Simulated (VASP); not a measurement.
# SiO2 (P4_2/mnm) in VASP: notebook, part 2 of 2

VASP 6.6.1.

### 4 Relaxation of shape and atoms at fixed volume, r2SCAN (8.57 Å³/atom)

This run uses another cell than the first one, of 8.57 Å³/atom.

Input file POSCAR:

```
SiO2
1.0
    4.3439363113      0.0000000000      0.0000000000
    0.0000000000      4.3439363113      0.0000000000
    0.0000000000      0.0000000000      2.7251197721
Si O
2 4
Direct
    0.0000000000      0.0000000000      0.0000000000
    0.5000000000      0.5000000000      0.5000000000
    0.3092298312      0.3092298312      0.0000000000
    0.1907701688      0.8092298312      0.5000000000
    0.6907701688      0.6907701688      0.0000000000
    0.8092298312      0.1907701688      0.5000000000
```

Input file INCAR.step1:

```
SYSTEM = SiO2
PREC = Accurate
ENCUT = 600
ISMEAR = 0
SIGMA = 0.02
LREAL = .False.
LASPH = .True.
NELM = 60
GGA = PE
ALGO = Normal
EDIFF = 1E-4
LWAVE = .True.
LCHARG = .False.
```

Input file INCAR.step2:

```
SYSTEM = SiO2
PREC = Accurate
ENCUT = 600
EDIFF = 1E-6
ISMEAR = 0
SIGMA = 0.02
LREAL = .False.
LASPH = .True.
NELM = 60
ALGO = Normal
ISIF = 4
LWAVE = .False.
LCHARG = .False.
METAGGA = R2SCAN
LMIXTAU = .True.
IBRION = 2
NSW = 50
EDIFFG = -0.01
ISTART = 1
```

Input file KPOINTS:

```
Automatic mesh
0
Gamma
  6 6 8
  0 0 0
```

Potentials or basis: VASP PAW PBE potentials, release 64 (Si, O).

Run with:

```console
$ cat potpaw_PBE.64/Si/POTCAR potpaw_PBE.64/O/POTCAR > POTCAR
$ cp INCAR.step1 INCAR
$ mpirun -np 1 vasp_std > vasp.out
$ cp INCAR.step2 INCAR
$ mpirun -np 1 vasp_std > vasp.out
```

OUTCAR:

```text
SYSTEM = SiO2
   PREC = Accurate
   ENCUT = 600
   EDIFF = 1E-6
   ISMEAR = 0
   LREAL = .False.
   LASPH = .True.
   NELM = 60
   ISIF = 4
   METAGGA = R2SCAN
   IBRION = 2
   NSW = 50
   EDIFFG = -0.01
   ISTART = 1

 ion  position               nearest neighbor table
   1  0.000  0.000  0.000-   4 1.80   6 1.80   4 1.80   6 1.80   5 1.90   3 1.90
   2  0.500  0.500  0.500-   3 1.80   5 1.80   3 1.80   5 1.80   4 1.90   6 1.90
   3  0.309  0.309  0.000-   2 1.80   2 1.80   1 1.90
   4  0.191  0.809  0.500-   1 1.80   1 1.80   2 1.90
   5  0.691  0.691  0.000-   2 1.80   2 1.80   1 1.90
   6  0.809  0.191  0.500-   1 1.80   1 1.80   2 1.90

  LATTYP: Found a simple tetragonal cell.
 ALAT       =     4.3439363113
 C/A-ratio  =     0.6273387952

  Lattice vectors:

 A1 = (   4.3439363113,   0.0000000000,   0.0000000000)
 A2 = (   0.0000000000,   4.3439363113,   0.0000000000)
 A3 = (   0.0000000000,   0.0000000000,   2.7251197721)

Analysis of symmetry for initial positions (statically):
=====================================================================
 Subroutine PRICEL returns:
 Original cell was already a primitive cell.

 Routine SETGRP: Setting up the symmetry group for a
 simple tetragonal supercell.

 Subroutine GETGRP returns: Found 16 space group operations
 (whereof  8 operations were pure point group operations)
 out of a pool of 16 trial point group operations.

The static configuration has the point symmetry D_2h.
 The point group associated with its full space group is D_4h.

Analysis of symmetry for dynamics (positions and initial velocities):
=====================================================================
 Subroutine PRICEL returns:
 Original cell was already a primitive cell.

 Routine SETGRP: Setting up the symmetry group for a
 simple tetragonal supercell.

 Subroutine GETGRP returns: Found 16 space group operations
 (whereof  8 operations were pure point group operations)
 out of a pool of 16 trial point group operations.

The dynamic configuration has the point symmetry D_2h.
 The point group associated with its full space group is D_4h.

 Subroutine INISYM returns: Found 16 space group operations
 (whereof  8 operations are pure point group operations),
 and found     1 'primitive' translations

----------------------------------------------------------------------------------------

                                     Primitive cell

  volume of cell :      51.4224

  direct lattice vectors                    reciprocal lattice vectors
     4.343936311  0.000000000  0.000000000     0.230205953  0.000000000  0.000000000
     0.000000000  4.343936311  0.000000000     0.000000000  0.230205953  0.000000000
     0.000000000  0.000000000  2.725119772     0.000000000  0.000000000  0.366956348

  length of vectors
     4.343936311  4.343936311  2.725119772     0.230205953  0.230205953  0.366956348

  position of ions in fractional coordinates (direct lattice)
     0.000000000  0.000000000  0.000000000
     0.500000000  0.500000000  0.500000000
     0.309229831  0.309229831  0.000000000
     0.190770169  0.809229831  0.500000000
     0.690770169  0.690770169  0.000000000
     0.809229831  0.190770169  0.500000000

[... 37 lines left out ...]
  0.000000  0.000000  0.000000      1.000000
  0.166667  0.000000  0.000000      4.000000
  0.333333  0.000000  0.000000      4.000000
  0.500000  0.000000  0.000000      2.000000
  0.166667  0.166667  0.000000      4.000000
  0.333333  0.166667  0.000000      8.000000
[... 16 lines left out ...]
  0.333333  0.000000  0.250000      8.000000
  0.500000  0.000000  0.250000      4.000000
 [... further k-points ...]
   k-points           NKPTS =     50   k-points in BZ     NKDIM =     50   number of bands    NBANDS=     20
   number of dos      NEDOS =    301   number of ions     NIONS =      6
   total plane-waves  NPLWV =  31104
   dimension x,y,z NGX =    36 NGY =   36 NGZ =   24
   dimension x,y,z NGXF=    72 NGYF=   72 NGZF=   48
   ions per type =               2   4
   NGX,Y,Z   is equivalent  to a cutoff of  13.78, 13.78, 14.64 a.u.
   NGXF,Y,Z  is equivalent  to a cutoff of  27.55, 27.55, 29.28 a.u.
 SYSTEM =  SiO2
   PREC   = accura    normal or accurate (medium, high low for compatibility)
   ISTART =      1    job   : 0-new  1-cont  2-samecut
   ICHARG =      0    charge: 1-file 2-atom 10-const
   ISPIN  =      1    spin polarized calculation?
   LNONCOLLINEAR =      F non collinear calculations
   LSORBIT =      F    spin-orbit coupling
   LASPH  =      T    aspherical Exc in radial PAW
   ENCUT  =  600.0 eV  44.10 Ry    6.64 a.u.   8.68  8.68  5.44*2*pi/ulx,y,z
   NELM   =     60;   NELMIN=  2; NELMDL=  0     # of ELM steps
   EDIFF  = 0.1E-05   stopping-criterion for ELM
   LREAL  =      F    real-space projection
   EDIFFG = -.1E-01   stopping-criterion for IOM
   NSW    =     50    number of steps for IOM
   IBRION =      2    ionic relax: 0-MD 1-quasi-New 2-CG
   NFREE  =      1    steps in history (QN), initial steepest desc. (CG)
   ISIF   =      4    stress and relaxation
   ISYM   =      2    0-nonsym 1-usesym 2-fastsym
   POTIM  = 0.5000    time-step for ionic-motion
   TEBEG  =    0.0;   TEEND  =   0.0 temperature during run
   PSTRESS=    0.0 pullay stress
   NELECT =      32.0000    total number of electrons
   NUPDOWN=      -1.0000    fix difference up-down
   EMIN   =  10.00;   EMAX   =-10.00  energy-range for DOS
   EFERMI =   0.00;   METHOD = LEGACY
   ISMEAR =     0;   SIGMA  =   0.02  broadening in eV -4-tet -1-fermi 0-gaus
   EFERMI_NEDOS =   21; number of points for ismear=-14 and -15
   IALGO  =     38    algorithm
   IMIX   =      4    mixing-type and parameters
     AMIX     =   0.40;   BMIX     =  1.00
     AMIX_MAG =   1.60;   BMIX_MAG =  1.00
  volume/ion in A,a.u.               =       8.57        57.84
  Fermi-wavevector in a.u.,A,eV,Ry     =   1.397679  2.641230 26.579057  1.953506
  Thomas-Fermi vector in A             =   2.520911
   LORBIT       =      0    0 simple, 1 ext, 2 COOP (PROOUT), +10 PAW based schemes
   METAGGA = R2SCAN    functional components
   LHFCALC =     F    Hartree Fock is set to
   AEXX    =    0.0000 exact exchange contribution
   IVDW    =     0    specifies the selected vdW correction
   LEPSILON=     F    determine dielectric tensor
   LRPA    =     F    only Hartree local field effects (RPA)
 conjugate gradient relaxation of ions
 non-spin polarized calculation
 Gauss-broadening in eV      SIGMA  =   0.02
  energy-cutoff  :      600.00
  volume of cell :       51.42
 maximum number of plane-waves:      1747
 NGX is ok and might be reduce to    36
   NGX = 17   NGY = 17   NGZ = 11

--------------------------------------- Ionic step        1  -------------------------------------------

 number of electron      31.9999995 magnetization

 Free energy of the ion-electron system (eV)
  ---------------------------------------------------
  ext. energy  EPLUGINS =         0.00000000
  ---------------------------------------------------
  free energy    TOTEN  =       -58.44785875 eV

  energy without entropy =      -58.44785875  energy(sigma->0) =      -58.44785875

------------------------ aborting loop because EDIFF is reached ----------------------------------------

  FORCE on cell =-STRESS in cart. coord.  units (eV):
  Direction    XX          YY          ZZ          XY          YZ          ZX
  --------------------------------------------------------------------------------------
  -------------------------------------------------------------------------------------
  Total       -7.4843173     -7.4843173     -8.2290322      0.0000000      0.0000000      0.0000000
  in kB     -233.1901912   -233.1901912   -256.3934068      0.0000000      0.0000000      0.0000000
  external PRESSURE =    -240.9245964 kB  Pullay stress =       0.0000000 kB
[... 147 lines left out ...]
--------------------------------------- Ionic step        5  -------------------------------------------

 number of electron      32.0000003 magnetization

 Free energy of the ion-electron system (eV)
  ---------------------------------------------------
  ext. energy  EPLUGINS =         0.00000000
  ---------------------------------------------------
  free energy    TOTEN  =       -58.45904017 eV

  energy without entropy =      -58.45904017  energy(sigma->0) =      -58.45904017

 E-fermi :   6.4878     XC(G=0): -12.3324

 val. band max:        6.3812540647   @ k =   0.0000   0.0000   0.0000
 cond. band min:      11.5660050676   @ k =   0.0000   0.0000   0.0000
 fundamental gap:      5.1847510029
 Fermi energy:         6.4877656168

 k-point     1 :       0.0000    0.0000    0.0000
  band No.  band energies     occupation
      1     -16.1899      2.00000
      2     -13.1468      2.00000
      3     -13.0196      2.00000
      4     -13.0196      2.00000
      5      -3.6678      2.00000
      6       0.4886      2.00000
[... 541 lines left out ...]
     19      17.0777      0.00000
     20      17.0777      0.00000

 [... further k-points ...]
[... 5 lines left out ...]
  --------------------------------------------------------------------------------------
  -------------------------------------------------------------------------------------
  Total       -6.9998155     -6.9998155     -6.9938794      0.0000000      0.0000000      0.0000000
  in kB     -218.0944850   -218.0944850   -217.9095336      0.0000000      0.0000000      0.0000000
  external PRESSURE =    -218.0328345 kB  Pullay stress =       0.0000000 kB
[... 21 lines left out ...]
  FREE ENERGIE OF THE ION-ELECTRON SYSTEM (eV)
  ---------------------------------------------------
  free  energy   TOTEN  =       -58.4590401680 eV

  energy  without entropy=      -58.4590401680  energy(sigma->0) =      -58.45904017

 reached required accuracy - stopping structural energy minimisation
```

Wall time 4.4 min (1 thread of Intel Xeon 6975P-C (Granite Rapids), shared host); peak memory 0.2 GiB.

What came out:

| Item | Value |
| --- | --- |
| Free energy | -58.4590 eV |
| Energy gained by relaxing | 1.9 meV/atom |
| Ionic steps | 5 |
| Pressure after relaxing | -21.8 GPa |
| Band gap on the k mesh | 5.18 eV |

The path:
```csv
step,energy change (eV),largest force (eV/Å),pressure (GPa),volume (Å³)
1,0.0000,0.2647,-24.09,51.42
2,-0.0095,0.0168,-22.45,51.42
3,-0.0097,0.0591,-22.19,51.42
4,-0.0110,0.0235,-21.66,51.42
5,-0.0112,0.0018,-21.80,51.42
```

Final structure:
```cif
data_structure
_symmetry_space_group_name_H-M 'P 1'
_symmetry_Int_Tables_number 1
_cell_length_a 4.3623
_cell_length_b 4.3623
_cell_length_c 2.7022
_cell_angle_alpha 90.000
_cell_angle_beta 90.000
_cell_angle_gamma 90.000
_cell_volume 51.42
loop_
_atom_site_label
_atom_site_type_symbol
_atom_site_fract_x
_atom_site_fract_y
_atom_site_fract_z
_atom_site_occupancy
Si1 Si 0.00000 0.00000 0.00000 1
Si2 Si 0.50000 0.50000 0.50000 1
O1 O 0.31163 0.31163 0.00000 1
O2 O 0.18837 0.81163 0.50000 1
O3 O 0.68837 0.68837 0.00000 1
O4 O 0.81163 0.18837 0.50000 1
```

Caveat: the PAW data sets were made with another functional, which shifts forces and pressure a little.

### 5 The runs side by side

```csv
cell,gap on the mesh (eV),pressure (GPa)
"relaxed from a = 4.227, b = 4.227, c = 2.695 Å, 6 atoms, atomic positions A",6.04,-8.5
"relaxed from a = 4.278, b = 4.278, c = 2.708 Å, 6 atoms, atomic positions B",5.63,-15.2
"relaxed from a = 4.344, b = 4.344, c = 2.725 Å, 6 atoms, atomic positions C",5.18,-21.8
```

Alike in all rows: task relaxation of shape and atoms at fixed volume; level r2SCAN; potentials or basis VASP PAW PBE potentials, release 64 (Si, O); no spin polarisation; k mesh 6 × 6 × 8; cutoff (eV) 600; smearing gaussian 0.02 eV.

Caveats: the PAW data sets were made with another functional, which shifts forces and pressure a little.

Absolute energies hang on the potentials; compare differences alone.
